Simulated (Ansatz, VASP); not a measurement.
**P: VASP beside Ansatz**

```
P
1.0
     0.00000    1.93639    1.93639
     1.93639    0.00000    1.93639
     1.93639    1.93639    0.00000
P
1
Cartesian
  0.0000 0.0000 0.0000
```

Alike in both runs: functional PBE; k mesh 17 × 17 × 17; occupations fermi-dirac, width 0.08 eV; no spin polarisation.

Ansatz relaxed the structure, and its values are those at the end. VASP's run is a single point on that final structure, the one shown.

```csv
,VASP,Ansatz
version,VASP 6.6.1,Ansatz 0.2.0
potentials or method,"VASP PAW PBE potentials, release 64 (P)","PAW with Ansatz's default frozen-core files, scalar-relativistic"
plane-wave cutoff (eV),520,420
valence electrons in the cell,5,5
```

Ansatz gave:

| Item | Value |
| --- | --- |
| pressure (GPa) | 0.0 |

Question: Which values does VASP return?

Answer: Pressure (GPa): -0.2.
